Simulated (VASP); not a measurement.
Here is a VASP 6.6.1 calculation.

INCAR

```
PREC     = Accurate       # precision mode
ENCUT    = 600            # plane-wave cutoff, eV
EDIFF    = 1E-6           # SCF threshold, eV
ISMEAR   = 0              # smearing method
SIGMA    = 0.02           # smearing width, eV
LREAL    = False          # projectors in reciprocal space
LASPH    = True           # aspherical terms in the spheres
NELM     = 60             # most SCF steps
ALGO     = Normal         # electronic algorithm
ISIF     = 4              # what is computed and relaxed
LWAVE    = False          # write WAVECAR
LCHARG   = False          # write CHGCAR
GGA      = PE             # functional
IBRION   = 2              # ionic algorithm
NSW      = 50             # ionic steps
EDIFFG   = -0.01          # ionic threshold
```

KPOINTS

```
Automatic mesh
0
Gamma
  8 6 6
```

POSCAR

```
LiBeF3
1.0
    2.8088520858      0.0000000000      0.0000000000
    0.0000000000      2.6530850212      4.2024254114
    0.0000000000     -2.6530850212      4.2024254114
Li Be F
1 1 3
Direct
    0.5000000000      0.6938785946      0.6938785946
    0.0000000000      0.0551992572      0.0551992572
    0.0000000000      0.9041572188      0.3992525375
    0.0000000000      0.3992525375      0.9041572188
    0.5000000000      0.9468393649      0.9468393649
```

Potentials or basis: VASP PAW PBE potentials, release 64 (Li_sv, Be, F).

Run with:

```sh
$ cat potpaw_PBE.64/Li_sv/POTCAR potpaw_PBE.64/Be/POTCAR potpaw_PBE.64/F/POTCAR > POTCAR
$ mpirun -np 1 vasp_std > vasp.out
```

Question: Estimate the band gap on the k mesh.

Answer: 7.37 eV (least direct gap 7.41 eV).

Stress tensor (GPa, compression positive):
```
-2.23  0.00  0.00
 0.00 -2.30  0.00
 0.00  0.00 -2.21
```

Caveat: the cutoff is under 1.25 times the usual one of these potentials, so pressure, stress and relaxed cells hold a basis-set (Pulay) error. A k mesh can miss the band edges.
